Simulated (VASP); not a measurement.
## Ge: single point with PBE

The system is Ge.

```xyz
1
Lattice="1.3971 -2.6005 0.0000 1.3971 2.6005 0.0000 0.0000 0.0000 2.6982" Properties=species:S:1:pos:R:3 pbc="T T T"
Ge    1.3971    0.0000    0.0000
```

* Program: VASP 6.6.1
* Task: single point
* Functional: PBE
* Potentials or basis: VASP PAW PBE potentials, release 64 (Ge_d)
* Cutoff: 520 eV
* k mesh: 8 × 8 × 6
* Occupations: gaussian, width 0.1 eV
* Spin: no spin polarisation

```json
{"Pressure": "-1.7 GPa", "Band gap on the k mesh": "zero (band 7 reaches 12.87 eV, above the bottom of band 8 at 3.96 eV)"}
```

Stress tensor (GPa, compression positive):
```
 4.22  0.00  0.00
 0.00 -5.97  0.00
 0.00  0.00 -3.20
```

Levels at points of the mesh, in eV from the Fermi level:
```csv
k point,band 4,band 5,band 6,band 7,band 8,band 9,band 10,band 11
"(0.00, 0.00, 0.00)",-24.46,-24.44,-12.77,6.75,7.22,8.74,10.24,12.59
"(0.50, 0.00, 0.00)",-24.47,-24.46,-7.72,-5.19,3.54,7.56,10.62,16.56
"(0.50, 0.50, 0.00)",-24.47,-24.45,-8.58,-5.40,5.31,9.23,9.95,15.85
"(0.00, 0.00, 0.50)",-24.50,-24.47,-9.00,-5.59,10.05,11.56,16.13,16.19
"(0.50, 0.00, 0.50)",-24.46,-24.37,-3.56,-2.13,-1.52,3.75,6.41,11.71
"(0.50, 0.50, 0.50)",-24.47,-24.39,-4.52,-2.29,-2.17,3.37,8.20,13.52
```

Wall time 11 s on 1 thread of Intel(R) Xeon(R) Platinum 8259CL CPU @ 2.50GHz (Skylake/Cascade Lake), with other jobs on the host, peak memory 0.14 GiB.

Caveat: the k points lie up to 0.39 Å⁻¹ apart.
